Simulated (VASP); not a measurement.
# KBr (Fm-3m) in VASP: further runs

KBr is run at these levels: PBEsol-based global hybrid with 25 % exact exchange; tasks: single point.

Everything below comes from runs of VASP 6.6.1. Logs are shortened: lines on timing, memory, paths and dates and some standing lists are left out, and cuts for length are marked.

**1. The cell of the first run**

The structure is cubic, space group Fm-3m (No. 225). Conventional cell: a = 6.546 Å, b = 6.546 Å, c = 6.546 Å, α = 90.00°, β = 90.00°, γ = 90.00°. Br (site symmetry m-3m) has 6 K at 3.27 Å within 4.3 Å. Within 4.3 Å of K (site symmetry m-3m) lie 6 Br at 3.27 Å.

**2. Single point, PBEsol-based global hybrid with 25 % exact exchange**

The input, POSCAR:

```
KBr
1.0
    0.0000000000      3.2730752975      3.2730752975
    3.2730752975      0.0000000000      3.2730752975
    3.2730752975      3.2730752975      0.0000000000
Br K
1 1
Direct
    0.5000000000      0.5000000000      0.5000000000
    0.0000000000      0.0000000000      0.0000000000
```

The input, INCAR.step1:

```
SYSTEM = KBr
PREC = Accurate
ENCUT = 520
EDIFF = 1E-5
ISMEAR = -1
SIGMA = 0.05
LREAL = .False.
LASPH = .True.
NELM = 80
ALGO = Normal
ISIF = 2
LWAVE = .True.
LCHARG = .False.
GGA = PE
NBANDS = 15
```

The input, INCAR.step2:

```
SYSTEM = KBr
PREC = Accurate
ENCUT = 520
EDIFF = 1E-7
ISMEAR = -1
SIGMA = 0.05
LREAL = .False.
LASPH = .True.
NELM = 80
ALGO = Normal
ISIF = 2
LWAVE = .False.
LCHARG = .False.
GGA = PS
LHFCALC = .True.
AEXX = 0.25
PRECFOCK = Normal
ISTART = 1
NBANDS = 15
```

The input, KPOINTS:

```
regular mesh
0
Gamma
  4 4 4
  0 0 0
```

Potentials or basis: VASP PAW PBE potentials, release 64 (Br, K_sv).

Run with:

```bash
$ cat potpaw_PBE.64/Br/POTCAR potpaw_PBE.64/K_sv/POTCAR > POTCAR
$ cp INCAR.step1 INCAR
$ mpirun -np 1 vasp_std > vasp.out
$ cp INCAR.step2 INCAR
$ mpirun -np 1 vasp_std > vasp.out
```

OUTCAR:

```text
SYSTEM = KBr
   PREC = Accurate
   ENCUT = 520
   EDIFF = 1E-7
   ISMEAR = -1
   LREAL = .False.
   LASPH = .True.
   NELM = 80
   ISIF = 2
   GGA = PS
   LHFCALC = .True.
   AEXX = 0.25
   PRECFOCK = Normal
   ISTART = 1

 ion  position               nearest neighbor table
   1  0.500  0.500  0.500-   2 3.27   2 3.27   2 3.27   2 3.27   2 3.27   2 3.27
   2  0.000  0.000  0.000-   1 3.27   1 3.27   1 3.27   1 3.27   1 3.27   1 3.27

  LATTYP: Found a face centered cubic cell.
 ALAT       =     6.5461505950

  Lattice vectors:

 A1 = (   0.0000000000,   3.2730752975,   3.2730752975)
 A2 = (   3.2730752975,   0.0000000000,   3.2730752975)
 A3 = (   3.2730752975,   3.2730752975,   0.0000000000)

Analysis of symmetry for initial positions (statically):
=====================================================================
 Subroutine PRICEL returns:
 Original cell was already a primitive cell.

 Routine SETGRP: Setting up the symmetry group for a
 face centered cubic supercell.

 Subroutine GETGRP returns: Found 48 space group operations
 (whereof 48 operations were pure point group operations)
 out of a pool of 48 trial point group operations.

The static configuration has the point symmetry O_h .

Analysis of symmetry for dynamics (positions and initial velocities):
=====================================================================
 Subroutine PRICEL returns:
 Original cell was already a primitive cell.

 Routine SETGRP: Setting up the symmetry group for a
 face centered cubic supercell.

 Subroutine GETGRP returns: Found 48 space group operations
 (whereof 48 operations were pure point group operations)
 out of a pool of 48 trial point group operations.

The dynamic configuration has the point symmetry O_h .

 Subroutine INISYM returns: Found 48 space group operations
 (whereof 48 operations are pure point group operations),
 and found     1 'primitive' translations

----------------------------------------------------------------------------------------

                                     Primitive cell

  volume of cell :      70.1291

  direct lattice vectors                    reciprocal lattice vectors
     0.000000000  3.273075298  3.273075298    -0.152761533  0.152761533  0.152761533
     3.273075298  0.000000000  3.273075298     0.152761533 -0.152761533  0.152761533
     3.273075298  3.273075298  0.000000000     0.152761533  0.152761533 -0.152761533

  length of vectors
     4.628827476  4.628827476  4.628827476     0.264590737  0.264590737  0.264590737

  position of ions in fractional coordinates (direct lattice)
     0.500000000  0.500000000  0.500000000
     0.000000000  0.000000000  0.000000000

  ion indices of the primitive-cell ions
   primitive index   ion index
                 1           1
                 2           2

----------------------------------------------------------------------------------------

 KPOINTS: regular mesh

Automatic generation of k-mesh.
 Grid dimensions read from file:
 generate k-points for:    4    4    4

 Generating k-lattice:

  Cartesian coordinates                     Fractional coordinates (reciprocal lattice)
    -0.038190383  0.038190383  0.038190383     0.250000000  0.000000000  0.000000000
     0.038190383 -0.038190383  0.038190383     0.000000000  0.250000000  0.000000000
     0.038190383  0.038190383 -0.038190383     0.000000000  0.000000000  0.250000000

  Length of vectors
     0.066147684  0.066147684  0.066147684

  Shift w.r.t. Gamma in fractional coordinates (k-lattice)
     0.000000000  0.000000000  0.000000000

 Subroutine IBZKPT returns following result:
 ===========================================

 Found      8 irreducible k-points:

 Following reciprocal coordinates:
            Coordinates               Weight
  0.000000  0.000000  0.000000      1.000000
  0.250000  0.000000  0.000000      8.000000
  0.500000  0.000000  0.000000      4.000000
  0.250000  0.250000  0.000000      6.000000
  0.500000  0.250000  0.000000     24.000000
 -0.250000  0.250000  0.000000     12.000000
  0.500000  0.500000  0.000000      3.000000
 -0.250000  0.500000  0.250000      6.000000
   k-points           NKPTS =      8   k-points in BZ     NKDIM =     64   number of bands    NBANDS=     15
   number of dos      NEDOS =    301   number of ions     NIONS =      2
   total plane-waves  NPLWV =  46656
   dimension x,y,z NGX =    36 NGY =   36 NGZ =   36
   dimension x,y,z NGXF=    72 NGYF=   72 NGZF=   72
   ions per type =               1   1
   NGX,Y,Z   is equivalent  to a cutoff of  12.93, 12.93, 12.93 a.u.
   NGXF,Y,Z  is equivalent  to a cutoff of  25.86, 25.86, 25.86 a.u.
 SYSTEM =  KBr
   PREC   = accura    normal or accurate (medium, high low for compatibility)
   ISTART =      1    job   : 0-new  1-cont  2-samecut
   ICHARG =      0    charge: 1-file 2-atom 10-const
   ISPIN  =      1    spin polarized calculation?
   LNONCOLLINEAR =      F non collinear calculations
   LSORBIT =      F    spin-orbit coupling
   LASPH  =      T    aspherical Exc in radial PAW
   ENCUT  =  520.0 eV  38.22 Ry    6.18 a.u.   8.61  8.61  8.61*2*pi/ulx,y,z
   NELM   =     80;   NELMIN=  2; NELMDL=  0     # of ELM steps
   EDIFF  = 0.1E-06   stopping-criterion for ELM
   LREAL  =      F    real-space projection
   EDIFFG = 0.1E-05   stopping-criterion for IOM
   NSW    =      0    number of steps for IOM
   IBRION =     -1    ionic relax: 0-MD 1-quasi-New 2-CG
   NFREE  =      0    steps in history (QN), initial steepest desc. (CG)
   ISIF   =      2    stress and relaxation
   ISYM   =      3    0-nonsym 1-usesym 2-fastsym
   POTIM  = 0.5000    time-step for ionic-motion
   TEBEG  =    0.0;   TEEND  =   0.0 temperature during run
   PSTRESS=    0.0 pullay stress
   NELECT =      16.0000    total number of electrons
   NUPDOWN=      -1.0000    fix difference up-down
   EMIN   =  10.00;   EMAX   =-10.00  energy-range for DOS
   EFERMI =   0.00;   METHOD = LEGACY
   ISMEAR =    -1;   SIGMA  =   0.05  broadening in eV -4-tet -1-fermi 0-gaus
   EFERMI_NEDOS =   21; number of points for ismear=-14 and -15
   IALGO  =     38    algorithm
   IMIX   =      1    mixing-type and parameters
     AMIX     =   0.40;   BMIX     =  1.00
     AMIX_MAG =   1.60;   BMIX_MAG =  1.00
  volume/ion in A,a.u.               =      35.06       236.63
  Fermi-wavevector in a.u.,A,eV,Ry     =   1.000343  1.890374 13.615154  1.000686
  Thomas-Fermi vector in A             =   2.132693
   LORBIT       =      0    0 simple, 1 ext, 2 COOP (PROOUT), +10 PAW based schemes
   GGA     = PS    functional components
   LHFCALC =     T    Hartree Fock is set to
   PRECFOCK=normal    Normal, Fast or Accurate (Low or Medium for compatibility)
   ENCUT4O =  -1.0   cutoff for four orbital integrals eV
   NKREDX  =     1    reduce k-point grid by
   NKREDY  =     1    reduce k-point grid by
   NKREDZ  =     1    reduce k-point grid by
   AEXX    =    0.2500 exact exchange contribution
   HFSCREEN=    0.0000 screening length (either q_TF or 0.3 A-1)
   HFSCREENC=   0.0000 screening length for correlation (either q_TF or 0.3 A-1)
   ENCUTFOCK=  -1.0 apply spherical cutoff to Coloumb kernel
   IVDW    =     0    specifies the selected vdW correction
   LEPSILON=     F    determine dielectric tensor
   LRPA    =     F    only Hartree local field effects (RPA)
 non-spin polarized calculation
  energy-cutoff  :      520.00
  volume of cell :       70.13
 maximum number of plane-waves:      1917
 NGX is ok and might be reduce to    36
  NGX = 28; NGY = 28; NGZ = 28

 number of electron      16.0000000 magnetization

 Free energy of the ion-electron system (eV)
  ---------------------------------------------------
  ext. energy  EPLUGINS =         0.00000000
  ---------------------------------------------------
  free energy    TOTEN  =        -7.87816551 eV

  energy without entropy =       -7.87816551  energy(sigma->0) =       -7.87816551

 E-fermi :  -1.8977     XC(G=0):  -6.0433

 val. band max:       -2.9902075316   @ k =   0.0000   0.0000   0.0000
 cond. band min:       3.2674921713   @ k =   0.0000   0.0000   0.0000
 fundamental gap:      6.2576997029
 Fermi energy:        -1.8976735922

 k-point     1 :       0.0000    0.0000    0.0000
  band No.  band energies     occupation
      1     -32.8169      2.00000
      2     -16.4005      2.00000
      3     -14.9833      2.00000
      4     -14.9833      2.00000
      5     -14.9833      2.00000
      6      -2.9902      2.00000
      7      -2.9902      2.00000
      8      -2.9902      2.00000
      9       3.2675      0.00000
     10       6.6724      0.00000
     11       6.6724      0.00000
     12       6.6724      0.00000
     13       7.6597      0.00000
     14       7.6597      0.00000
     15      10.3866      0.00000

 k-point     2 :       0.2500    0.0000    0.0000
  band No.  band energies     occupation
      1     -32.8134      2.00000
      2     -16.4901      2.00000
      3     -14.9854      2.00000
      4     -14.9854      2.00000
      5     -14.8455      2.00000
      6      -3.7416      2.00000
      7      -3.1872      2.00000
      8      -3.1872      2.00000
      9       4.5805      0.00000
     10       6.4798      0.00000
     11       7.4436      0.00000
     12       7.4436      0.00000
     13       8.5004      0.00000
     14       8.5004      0.00000
     15      11.7121      0.00000
[... 77 lines left out ...]
      3     -15.0922      2.00000
      4     -15.0264      2.00000
      5     -15.0264      2.00000
      6      -3.9245      2.00000
      7      -3.3196      2.00000
      8      -3.3196      2.00000
      9       4.6847      0.00000
     10       6.2480      0.00000
     11       8.5524      0.00000
     12       8.7670      0.00000
     13       9.1438      0.00000
     14      10.4167      0.00000
     15      10.4167      0.00000

 k-point     8 :      -0.2500    0.5000    0.2500
  band No.  band energies     occupation
      1     -32.8079      2.00000
      2     -16.3744      2.00000
      3     -15.0590      2.00000
      4     -15.0590      2.00000
      5     -14.8831      2.00000
      6      -3.6629      2.00000
      7      -3.6629      2.00000
      8      -3.6009      2.00000
      9       6.3435      0.00000
     10       6.3435      0.00000
     11       7.3897      0.00000
     12       8.3230      0.00000
     13       9.9969      0.00000
     14      10.4550      0.00000
     15      10.6916      0.00000

------------------------ aborting loop because EDIFF is reached ----------------------------------------

  FORCE on cell =-STRESS in cart. coord.  units (eV):
  Direction    XX          YY          ZZ          XY          YZ          ZX
  --------------------------------------------------------------------------------------
  -------------------------------------------------------------------------------------
  Total        0.0022001      0.0022001      0.0022001      0.0000000     -0.0000000      0.0000000
  in kB        0.0502640      0.0502640      0.0502640      0.0000000     -0.0000000      0.0000000
  external PRESSURE =       0.0502640 kB  Pullay stress =       0.0000000 kB

 VOLUME and BASIS-vectors are now :
 -----------------------------------------------------------------------------
  energy-cutoff  :      520.00
  volume of cell :       70.13
      direct lattice vectors                 reciprocal lattice vectors
     0.000000000  3.273075298  3.273075298    -0.152761533  0.152761533  0.152761533
     3.273075298  0.000000000  3.273075298     0.152761533 -0.152761533  0.152761533
     3.273075298  3.273075298  0.000000000     0.152761533  0.152761533 -0.152761533

 POSITION                                       TOTAL-FORCE (eV/Angst)
 -----------------------------------------------------------------------------------
      3.27308      3.27308      3.27308         0.000000      0.000000     -0.000000
      0.00000      0.00000      0.00000        -0.000000     -0.000000      0.000000
 -----------------------------------------------------------------------------------
    total drift:                               -0.000000     -0.000000     -0.000000

  FREE ENERGIE OF THE ION-ELECTRON SYSTEM (eV)
  ---------------------------------------------------
  free  energy   TOTEN  =        -7.8781655054 eV

  energy  without entropy=       -7.8781655054  energy(sigma->0) =       -7.87816551
```

Wall time 12 min (1 thread of Intel Xeon Platinum 8259CL at 2.50GHz (Skylake/Cascade Lake), shared host); peak memory 0.22 GiB.

Results:

```yaml
Free_energy: -7.8782 eV
Pressure: 0.0 GPa
Band_gap_on_the_k_mesh: 6.26 eV
```

Caveat: the PAW data sets were made with another functional, which shifts forces and pressure a little.

**3. Single point, PBEsol-based global hybrid with 25 % exact exchange**

This run uses another cell than the first one, of 35.94 Å³/atom.

The input, POSCAR:

```
KBr
1.0
    0.0000000000      3.3000000000      3.3000000000
    3.3000000000      0.0000000000      3.3000000000
    3.3000000000      3.3000000000      0.0000000000
Br K
1 1
Direct
    0.5000000000      0.5000000000      0.5000000000
    0.0000000000      0.0000000000      0.0000000000
```

The input, INCAR.step1:

```
SYSTEM = KBr
PREC = Accurate
ENCUT = 520
EDIFF = 1E-5
ISMEAR = -1
SIGMA = 0.05
LREAL = .FALSE.
LASPH = .TRUE.
NELM = 60
ALGO = Normal
ISIF = 2
LWAVE = .TRUE.
LCHARG = .FALSE.
NBANDS = 15
GGA = PE
```

The input, INCAR.step2:

```
SYSTEM = KBr
PREC = Accurate
ENCUT = 520
EDIFF = 1E-6
ISMEAR = -1
SIGMA = 0.05
LREAL = .FALSE.
LASPH = .TRUE.
NELM = 60
ALGO = Normal
ISIF = 2
LWAVE = .FALSE.
LCHARG = .FALSE.
GGA = PS
LHFCALC = .TRUE.
AEXX = 0.25
PRECFOCK = Normal
NBANDS = 15
ISTART = 1
```

The input, KPOINTS:

```
Automatic mesh
0
G
  4 4 4
  0 0 0
```

Potentials or basis: VASP PAW PBE potentials, release 64 (Br, K_sv).

Run with:

```bash
$ cat potpaw_PBE.64/Br/POTCAR potpaw_PBE.64/K_sv/POTCAR > POTCAR
$ cp INCAR.step1 INCAR
$ mpirun -np 1 vasp_std > vasp.out
$ cp INCAR.step2 INCAR
$ mpirun -np 1 vasp_std > vasp.out
```

Wall time 8.2 min (1 thread of Intel Xeon Platinum 8259CL at 2.50GHz (Skylake/Cascade Lake), shared host); peak memory 0.22 GiB.

The run converged. Its results:

- Free energy: -7.8764 eV
- Pressure: -0.4 GPa
- Band gap on the k mesh: 6.19 eV

Levels at points of the mesh, in eV from the valence-band top:
```
           k point  band 5  band 6  band 7  band 8  band 9  band 10  band 11  band 12
(0.00, 0.00, 0.00)  -12.04    0.00    0.00    0.00    6.19     9.66     9.66     9.66
(0.50, 0.00, 0.00)  -11.79   -1.28   -0.36   -0.36    8.35    10.26    12.06    12.06
(0.50, 0.50, 0.00)  -12.08   -0.90   -0.32   -0.32    7.70     9.15    11.40    11.72
```

Caveat: the PAW data sets were made with another functional, which shifts forces and pressure a little.
